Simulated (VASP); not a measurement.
InO, 4 atoms in the cell. The cell holds a slab with vacuum, 4 atoms: a = 3.601 Å, b = 3.601 Å, c = 16.248 Å, α = 90.00°, β = 90.00°, γ = 120.00°.  This cell differs from its parent crystal: strain +0.050 along x and y, +0.025 along z.

| Property | Result |
| --- | --- |
| Program | VASP 6.6.1 |
| Task | single point |
| Functional | PBE |
| Dispersion | D3(BJ) |
| Potentials or basis | VASP PAW PBE potentials, release 64 (In_d, O) |
| Cutoff | 520 eV |
| k mesh | 12 × 12 × 2 |
| Occupations | gaussian, width 0.05 eV |
| Spin | no spin polarisation |
| Dipole correction | no |
| Further INCAR settings | ALGO = Normal; EDIFF = 1e-06; NBANDS = 27 |

Potentials or basis: VASP PAW PBE potentials, release 64 (In_d, O).

Run with:

```console
$ cat potpaw_PBE.64/In_d/POTCAR potpaw_PBE.64/O/POTCAR > POTCAR
$ mpirun -np 1 vasp_std > vasp.out
```

Hardware: 1 thread of Intel(R) Xeon(R) 6975P-C (Granite Rapids) (shared host).

Task: Estimate the wall time of this run.

Result: Wall time 2.1 min on 1 thread of Intel(R) Xeon(R) 6975P-C (Granite Rapids) (shared host), peak memory 0.4 GiB. Counts: scf iterations 21, k points 38.
